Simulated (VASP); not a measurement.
# SrHfBr6 (Fm-3m) in VASP: notebook

The runs below take SrHfBr6 through single point, relaxation of cell and atoms, with r2SCAN+rVV10, PBEsol.

Everything below comes from runs of VASP 6.6.1. Logs are shortened: lines on timing, memory, paths and dates and some standing lists are left out, and cuts for length are marked.

**1. The cell of the first run**

It takes space group Fm-3m (No. 225, cubic). Conventional cell: a = 11.204 Å, b = 11.204 Å, c = 11.204 Å, α = 90.00°, β = 90.00°, γ = 90.00°. Sr (site symmetry m-3m) has 6 Br at 3.01 Å within 4.0 Å. Within 3.4 Å of Hf (site symmetry m-3m) lie 6 Br at 2.60 Å. Br (site symmetry 4mm) has 1 Hf at 2.60 Å and 1 Sr at 3.01 Å within 3.4 Å.

**2. Single point, r2SCAN+rVV10**

File POSCAR:

```
SrHfBr6
1.0
    0.0000000000      5.6019312999      5.6019312999
    5.6019312999      0.0000000000      5.6019312999
    5.6019312999      5.6019312999      0.0000000000
Sr Hf Br
1 1 6
Direct
    0.5000000000      0.5000000000      0.5000000000
    0.0000000000      0.0000000000      0.0000000000
    0.7682867800      0.2317132200      0.2317132200
    0.2317132200      0.7682867800      0.7682867800
    0.2317132200      0.7682867800      0.2317132200
    0.7682867800      0.2317132200      0.7682867800
    0.2317132200      0.2317132200      0.7682867800
    0.7682867800      0.7682867800      0.2317132200
```

File INCAR.step1:

```
SYSTEM = SrHfBr6
ALGO = Normal
EDIFF = 1E-4
ENCUT = 520
GGA = PE
ISMEAR = -1
LASPH = .TRUE.
LCHARG = .FALSE.
LREAL = .FALSE.
LWAVE = .TRUE.
NBANDS = 41
NELM = 80
PREC = Accurate
SIGMA = 0.03
```

File INCAR.step2:

```
SYSTEM = SrHfBr6
ALGO = Normal
BPARAM = 11.95
CPARAM = 0.0093
EDIFF = 1E-7
ENCUT = 520
ISIF = 2
ISMEAR = -1
ISTART = 1
IVDW_NL = 2
LASPH = .TRUE.
LCHARG = .FALSE.
LMIXTAU = .TRUE.
LREAL = .FALSE.
LUSE_VDW = .TRUE.
LWAVE = .FALSE.
METAGGA = R2SCAN
NBANDS = 41
NELM = 80
PREC = Accurate
SIGMA = 0.03
```

File KPOINTS:

```
k-points
0
G
  4 4 4
  0 0 0
```

Potentials or basis: VASP PAW PBE potentials, release 64 (Sr_sv, Hf_pv, Br).

Run with:

```
$ cat potpaw_PBE.64/Sr_sv/POTCAR potpaw_PBE.64/Hf_pv/POTCAR potpaw_PBE.64/Br/POTCAR > POTCAR
$ cp INCAR.step1 INCAR
$ mpirun -np 1 vasp_std > vasp.out
$ cp INCAR.step2 INCAR
$ mpirun -np 1 vasp_std > vasp.out
```

OUTCAR:

```text
SYSTEM = SrHfBr6
   BPARAM = 11.95
   EDIFF = 1E-7
   ENCUT = 520
   ISIF = 2
   ISMEAR = -1
   ISTART = 1
   IVDW_NL = 2
   LASPH = .TRUE.
   LREAL = .FALSE.
   METAGGA = R2SCAN
   NELM = 80
   PREC = Accurate

 ion  position               nearest neighbor table
   1  0.500  0.500  0.500-   3 3.01   4 3.01   5 3.01   6 3.01   7 3.01   8 3.01
   2  0.000  0.000  0.000-   3 2.60   4 2.60   5 2.60   6 2.60   7 2.60   8 2.60
   3  0.768  0.232  0.232-   2 2.60   1 3.01
   4  0.232  0.768  0.768-   2 2.60   1 3.01
   5  0.232  0.768  0.232-   2 2.60   1 3.01
   6  0.768  0.232  0.768-   2 2.60   1 3.01
   7  0.232  0.232  0.768-   2 2.60   1 3.01
   8  0.768  0.768  0.232-   2 2.60   1 3.01

  LATTYP: Found a face centered cubic cell.
 ALAT       =    11.2038625998

  Lattice vectors:

 A1 = (   0.0000000000,   5.6019312999,   5.6019312999)
 A2 = (   5.6019312999,   0.0000000000,   5.6019312999)
 A3 = (   5.6019312999,   5.6019312999,   0.0000000000)

Analysis of symmetry for initial positions (statically):
=====================================================================
 Subroutine PRICEL returns:
 Original cell was already a primitive cell.

 Routine SETGRP: Setting up the symmetry group for a
 face centered cubic supercell.

 Subroutine GETGRP returns: Found 48 space group operations
 (whereof 48 operations were pure point group operations)
 out of a pool of 48 trial point group operations.

The static configuration has the point symmetry O_h .

Analysis of symmetry for dynamics (positions and initial velocities):
=====================================================================
 Subroutine PRICEL returns:
 Original cell was already a primitive cell.

 Routine SETGRP: Setting up the symmetry group for a
 face centered cubic supercell.

 Subroutine GETGRP returns: Found 48 space group operations
 (whereof 48 operations were pure point group operations)
 out of a pool of 48 trial point group operations.

The dynamic configuration has the point symmetry O_h .

 Subroutine INISYM returns: Found 48 space group operations
 (whereof 48 operations are pure point group operations),
 and found     1 'primitive' translations

----------------------------------------------------------------------------------------

                                     Primitive cell

  volume of cell :     351.5955

  direct lattice vectors                    reciprocal lattice vectors
     0.000000000  5.601931300  5.601931300    -0.089254932  0.089254932  0.089254932
     5.601931300  0.000000000  5.601931300     0.089254932 -0.089254932  0.089254932
     5.601931300  5.601931300  0.000000000     0.089254932  0.089254932 -0.089254932

  length of vectors
     7.922327220  7.922327220  7.922327220     0.154594078  0.154594078  0.154594078

  position of ions in fractional coordinates (direct lattice)
     0.500000000  0.500000000  0.500000000
     0.000000000  0.000000000  0.000000000
     0.768286780  0.231713220  0.231713220
     0.231713220  0.768286780  0.768286780
     0.231713220  0.768286780  0.231713220
     0.768286780  0.231713220  0.768286780
     0.231713220  0.231713220  0.768286780
     0.768286780  0.768286780  0.231713220

  ion indices of the primitive-cell ions
   primitive index   ion index
                 1           1
                 2           2
                 3           3
                 4           4
                 5           5
                 6           6
                 7           7
                 8           8

----------------------------------------------------------------------------------------

 KPOINTS: k-points

Automatic generation of k-mesh.
 Grid dimensions read from file:
 generate k-points for:    4    4    4

 Generating k-lattice:

  Cartesian coordinates                     Fractional coordinates (reciprocal lattice)
    -0.022313733  0.022313733  0.022313733     0.250000000  0.000000000  0.000000000
     0.022313733 -0.022313733  0.022313733     0.000000000  0.250000000  0.000000000
     0.022313733  0.022313733 -0.022313733     0.000000000  0.000000000  0.250000000

  Length of vectors
     0.038648519  0.038648519  0.038648519

  Shift w.r.t. Gamma in fractional coordinates (k-lattice)
     0.000000000  0.000000000  0.000000000

 Subroutine IBZKPT returns following result:
 ===========================================

 Found      8 irreducible k-points:

 Following reciprocal coordinates:
            Coordinates               Weight
  0.000000  0.000000  0.000000      1.000000
  0.250000  0.000000  0.000000      8.000000
  0.500000  0.000000  0.000000      4.000000
  0.250000  0.250000  0.000000      6.000000
  0.500000  0.250000  0.000000     24.000000
 -0.250000  0.250000  0.000000     12.000000
  0.500000  0.500000  0.000000      3.000000
 -0.250000  0.500000  0.250000      6.000000
   k-points           NKPTS =      8   k-points in BZ     NKDIM =      8   number of bands    NBANDS=     41
   number of dos      NEDOS =    301   number of ions     NIONS =      8
   total plane-waves  NPLWV = 216000
   dimension x,y,z NGX =    60 NGY =   60 NGZ =   60
   dimension x,y,z NGXF=   120 NGYF=  120 NGZF=  120
   ions per type =               1   1   6
   NGX,Y,Z   is equivalent  to a cutoff of  12.59, 12.59, 12.59 a.u.
   NGXF,Y,Z  is equivalent  to a cutoff of  25.18, 25.18, 25.18 a.u.
 SYSTEM =  SrHfBr6
   PREC   = accura    normal or accurate (medium, high low for compatibility)
   ISTART =      1    job   : 0-new  1-cont  2-samecut
   ICHARG =      0    charge: 1-file 2-atom 10-const
   ISPIN  =      1    spin polarized calculation?
   LNONCOLLINEAR =      F non collinear calculations
   LSORBIT =      F    spin-orbit coupling
   LASPH  =      T    aspherical Exc in radial PAW
   ENCUT  =  520.0 eV  38.22 Ry    6.18 a.u.  14.73 14.73 14.73*2*pi/ulx,y,z
   NELM   =     80;   NELMIN=  2; NELMDL=  0     # of ELM steps
   EDIFF  = 0.1E-06   stopping-criterion for ELM
   LREAL  =      F    real-space projection
   EDIFFG = 0.1E-05   stopping-criterion for IOM
   NSW    =      0    number of steps for IOM
   IBRION =     -1    ionic relax: 0-MD 1-quasi-New 2-CG
   NFREE  =      0    steps in history (QN), initial steepest desc. (CG)
   ISIF   =      2    stress and relaxation
   ISYM   =      2    0-nonsym 1-usesym 2-fastsym
   POTIM  = 0.5000    time-step for ionic-motion
   TEBEG  =    0.0;   TEEND  =   0.0 temperature during run
   PSTRESS=    0.0 pullay stress
   NELECT =      62.0000    total number of electrons
   NUPDOWN=      -1.0000    fix difference up-down
   EMIN   =  10.00;   EMAX   =-10.00  energy-range for DOS
   EFERMI =   0.00;   METHOD = LEGACY
   ISMEAR =    -1;   SIGMA  =   0.03  broadening in eV -4-tet -1-fermi 0-gaus
   EFERMI_NEDOS =   21; number of points for ismear=-14 and -15
   IALGO  =     38    algorithm
   IMIX   =      4    mixing-type and parameters
     AMIX     =   0.40;   BMIX     =  1.00
     AMIX_MAG =   1.60;   BMIX_MAG =  1.00
  volume/ion in A,a.u.               =      43.95       296.59
  Fermi-wavevector in a.u.,A,eV,Ry     =   0.918032  1.734828 11.466745  0.842782
  Thomas-Fermi vector in A             =   2.043067
   LORBIT       =      0    0 simple, 1 ext, 2 COOP (PROOUT), +10 PAW based schemes
   METAGGA = R2SCAN    functional components
   LHFCALC =     F    Hartree Fock is set to
   AEXX    =    0.0000 exact exchange contribution
   IVDW_NL    =     2    kernel type
   BPARAM     =11.9500
   IVDW    =     0    specifies the selected vdW correction
   LEPSILON=     F    determine dielectric tensor
   LRPA    =     F    only Hartree local field effects (RPA)
 non-spin polarized calculation
  energy-cutoff  :      520.00
  volume of cell :      351.60
 maximum number of plane-waves:      9488
 NGX is ok and might be reduce to    60
   NGX = 29   NGY = 29   NGZ = 29

 number of electron      62.0000003 magnetization

 Free energy of the ion-electron system (eV)
  ---------------------------------------------------
  ext. energy  EPLUGINS =         0.00000000
  ---------------------------------------------------
  free energy    TOTEN  =      -152.25787381 eV

  energy without entropy =     -152.25787381  energy(sigma->0) =     -152.25787381

 E-fermi :  -1.6350     XC(G=0):  -7.0529

 val. band max:       -2.3182337097   @ k =   0.0000   0.0000   0.0000
 cond. band min:       1.0112452888   @ k =   0.0000   0.0000   0.0000
 fundamental gap:      3.3294789985
 Fermi energy:        -1.6349802931

 k-point     1 :       0.0000    0.0000    0.0000
  band No.  band energies     occupation
      1     -37.4487      2.00000
      2     -34.1647      2.00000
      3     -34.1647      2.00000
      4     -34.1647      2.00000
      5     -18.9236      2.00000
      6     -18.9236      2.00000
[... 33 lines left out ...]
     40       4.4589      0.00000
     41       4.4589      0.00000

 k-point     2 :       0.2500    0.0000    0.0000
  band No.  band energies     occupation
      1     -37.4487      2.00000
      2     -34.1647      2.00000
      3     -34.1647      2.00000
      4     -34.1647      2.00000
      5     -18.9265      2.00000
      6     -18.9238      2.00000
[... 33 lines left out ...]
     40       4.2272      0.00000
     41       4.7398      0.00000

 k-point     3 :       0.5000    0.0000    0.0000
  band No.  band energies     occupation
      1     -37.4487      2.00000
      2     -34.1647      2.00000
      3     -34.1647      2.00000
      4     -34.1647      2.00000
      5     -18.9293      2.00000
      6     -18.9240      2.00000
[... 171 lines left out ...]
      2     -34.1647      2.00000
      3     -34.1647      2.00000
      4     -34.1647      2.00000
      5     -18.9241      2.00000
      6     -18.9238      2.00000
[... 33 lines left out ...]
     40       4.4507      0.00000
     41       5.2386      0.00000

 k-point     8 :      -0.2500    0.5000    0.2500
  band No.  band energies     occupation
      1     -37.4487      2.00000
      2     -34.1647      2.00000
      3     -34.1647      2.00000
      4     -34.1647      2.00000
      5     -18.9258      2.00000
      6     -18.9240      2.00000
[... 33 lines left out ...]
     40       4.5716      0.00000
     41       5.3166      0.00000

------------------------ aborting loop because EDIFF is reached ----------------------------------------

  FORCE on cell =-STRESS in cart. coord.  units (eV):
  Direction    XX          YY          ZZ          XY          YZ          ZX
  --------------------------------------------------------------------------------------
  -------------------------------------------------------------------------------------
  Total       -0.2148169     -0.2148169     -0.2148169     -0.0000000     -0.0000000      0.0000000
  in kB       -0.9788942     -0.9788942     -0.9788942     -0.0000000     -0.0000000      0.0000000
  external PRESSURE =      -0.9788942 kB  Pullay stress =       0.0000000 kB

 VOLUME and BASIS-vectors are now :
 -----------------------------------------------------------------------------
  energy-cutoff  :      520.00
  volume of cell :      351.60
      direct lattice vectors                 reciprocal lattice vectors
     0.000000000  5.601931300  5.601931300    -0.089254932  0.089254932  0.089254932
     5.601931300  0.000000000  5.601931300     0.089254932 -0.089254932  0.089254932
     5.601931300  5.601931300  0.000000000     0.089254932  0.089254932 -0.089254932

 POSITION                                       TOTAL-FORCE (eV/Angst)
 -----------------------------------------------------------------------------------
      5.60193      5.60193      5.60193        -0.000000      0.000000      0.000000
      0.00000      0.00000      0.00000        -0.000000      0.000000      0.000000
      2.59608      5.60193      5.60193        -0.075009      0.000000      0.000000
      8.60778      5.60193      5.60193         0.075009      0.000000      0.000000
      5.60193      2.59608      5.60193        -0.000000     -0.075009      0.000000
      5.60193      8.60778      5.60193        -0.000000      0.075009      0.000000
      5.60193      5.60193      2.59608        -0.000000      0.000000     -0.075009
      5.60193      5.60193      8.60778        -0.000000      0.000000      0.075009
 -----------------------------------------------------------------------------------
    total drift:                                0.000000      0.000000      0.000000

  FREE ENERGIE OF THE ION-ELECTRON SYSTEM (eV)
  ---------------------------------------------------
  free  energy   TOTEN  =      -152.2578738148 eV

  energy  without entropy=     -152.2578738147  energy(sigma->0) =     -152.25787381
```

It took 30 min on 1 thread of Oxide Virtual Turin-like, shared host; peak memory 1.3 GiB.

What came out:

```
Free energy            : -152.2579 eV
Pressure               : -0.1 GPa
Largest force          : 0.075 eV/Å
Band gap on the k mesh : 3.33 eV
```

Forces in eV/Å, atoms in the order of the input:
```
Sr   0.000  0.000  0.000
Hf   0.000  0.000  0.000
Br  -0.075  0.000  0.000
Br   0.075  0.000  0.000
Br   0.000 -0.075  0.000
Br   0.000  0.075  0.000
Br   0.000  0.000 -0.075
Br   0.000  0.000  0.075
```

Caveat: the PAW data sets were made with another functional, which shifts forces and pressure a little; spin-orbit coupling is left out, which moves the levels of the heavy elements. A k mesh can miss the band edges.

**3. Relaxation of cell and atoms, PBEsol**

This run uses another cell than the first one, of 34.70 Å³/atom.

File INCAR:

```
SYSTEM = SrHfBr6
PREC = Accurate
ENCUT = 600
EDIFF = 1E-7
ISMEAR = -1
SIGMA = 0.03
LREAL = .False.
LASPH = .True.
NELM = 100
ALGO = Normal
ISIF = 3
LWAVE = .False.
LCHARG = .False.
GGA = PS
IBRION = 2
NSW = 100
EDIFFG = -0.01
```

File KPOINTS:

```
regular mesh
0
Gamma
  4 4 4
  0 0 0
```

File POSCAR:

```
SrHfBr6
1.0
    0.0000000000      5.1775277500      5.1775277500
    5.1775277500      0.0000000000      5.1775277500
    5.1775277500      5.1775277500      0.0000000000
Sr Hf Br
1 1 6
Direct
    0.5000000000      0.5000000000      0.5000000000
    0.0000000000      0.0000000000      0.0000000000
    0.7476230800      0.2523769200      0.2523769200
    0.2523769200      0.7476230800      0.7476230800
    0.2523769200      0.7476230800      0.2523769200
    0.7476230800      0.2523769200      0.7476230800
    0.2523769200      0.2523769200      0.7476230800
    0.7476230800      0.7476230800      0.2523769200
```

Potentials or basis: VASP PAW PBE potentials, release 64 (Sr_sv, Hf_pv, Br).

Run with:

```
$ cat potpaw_PBE.64/Sr_sv/POTCAR potpaw_PBE.64/Hf_pv/POTCAR potpaw_PBE.64/Br/POTCAR > POTCAR
$ mpirun -np 1 vasp_std > vasp.out
```

It took 23 min on 1 thread of Oxide Virtual Turin-like, shared host; peak memory 0.57 GiB.

Results (log left out):

| Quantity | Value |
| --- | --- |
| Free energy | -35.9863 eV |
| Relaxed volume | 43.50 Å³/atom |
| Relaxed cell | a = 7.895 Å, b = 7.895 Å, c = 7.895 Å, α = 60.00°, β = 60.00°, γ = 60.00° |
| Space group after relaxing (to 0.1 Å) | Fm-3m (No. 225) |
| Energy gained by relaxing | 373.2 meV/atom |
| Ionic steps | 7 |
| Pressure after relaxing | 0.0 GPa |
| Band gap on the k mesh | 2.89 eV |

Forces in eV/Å, atoms in the order of the input:
```
Sr   0.000  0.000  0.000
Hf   0.000  0.000  0.000
Br   0.002  0.000  0.000
Br  -0.002  0.000  0.000
Br   0.000  0.002  0.000
Br   0.000 -0.002  0.000
Br   0.000  0.000  0.002
Br   0.000  0.000 -0.002
```

Step by step:
```csv
step,energy change (eV),largest force (eV/Å),pressure (GPa),volume (Å³)
1,0.0000,3.2397,7.98,277.59
2,-2.7656,0.9315,-1.40,352.98
3,-2.7692,0.9021,-1.54,355.66
4,-2.9720,0.0400,0.60,340.05
5,-2.9761,0.0897,0.30,341.87
6,-2.9832,0.0428,0.15,344.89
7,-2.9855,0.0021,0.01,347.97
```

Final structure:
```yaml
crystal:
  lattice:
    - [0.00000, 5.58261, 5.58261]
    - [5.58261, 0.00000, 5.58261]
    - [5.58261, 5.58261, 0.00000]
  atoms:
    - { symbol: Sr, position: [0.50000, 0.50000, 0.50000] }
    - { symbol: Hf, position: [0.00000, 0.00000, 0.00000] }
    - { symbol: Br, position: [0.76878, 0.23122, 0.23122] }
    - { symbol: Br, position: [0.23122, 0.76878, 0.76878] }
    - { symbol: Br, position: [0.23122, 0.76878, 0.23122] }
    - { symbol: Br, position: [0.76878, 0.23122, 0.76878] }
    - { symbol: Br, position: [0.23122, 0.23122, 0.76878] }
    - { symbol: Br, position: [0.76878, 0.76878, 0.23122] }
```

Levels at points of the mesh, in eV from the valence-band top:
```tsv
k point	band 27	band 28	band 29	band 30	band 31	band 32	band 33	band 34	band 35	band 36
(0.00, 0.00, 0.00)	-0.53	-0.53	0.00	0.00	0.00	2.89	2.89	2.89	4.65	4.88
(0.50, 0.00, 0.00)	-0.58	-0.52	-0.30	-0.30	-0.20	3.21	3.35	3.35	5.37	5.74
(0.50, 0.50, 0.00)	-0.66	-0.66	-0.58	-0.58	0.00	2.90	3.57	3.57	4.44	4.88
```

Caveat: the volume moved by over 15 % at a fixed basis, so the end points are rough; the PAW data sets were made with another functional, which shifts forces and pressure a little; spin-orbit coupling is left out, which moves the levels of the heavy elements.
